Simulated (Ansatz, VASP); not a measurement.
AlB2P3: VASP beside Ansatz

```
Al B P
1.0
     2.82081    0.00000    0.00000
     0.00000    2.82081    0.00000
     0.00000    0.00000   11.17656
Al B P
1 2 3
Direct
  0.50000 0.50000 0.16021
  0.00000 0.00000 0.03254
  0.50000 0.50000 0.35250
  0.00000 0.00000 0.60134
  0.00000 0.00000 0.40413
  0.50000 0.50000 0.94928
```

Change from the starting cell: species swapped into the MnAl2Cr3 type (P4mm, No. 99).

Alike in both runs: functional PBE; k mesh 14 × 14 × 4; occupations gaussian, width 0.1 eV; no spin polarisation.

Ansatz relaxed the structure, and its values are those at the end. VASP's run is a single point on that final structure, the one shown.

|  | VASP | Ansatz |
| --- | --- | --- |
| version | VASP 6.6.1 | Ansatz 0.2.0 |
| potentials or method | VASP PAW PBE potentials, release 64 (Al, B, P), cutoff 520 eV | scalar-relativistic, plane waves, PAW |
| valence electrons in the cell | 24 | 24 |

```csv
,VASP,Ansatz,Ansatz less VASP
gap on the k mesh at the Fermi level (eV),none,none,-
pressure (GPa),-0.2,0.0,+0.20
rms of the force components (eV/Å),0.014,0.002,-0.0127
```

A gap of «none» marks a metal or a gap that the smearing closes.
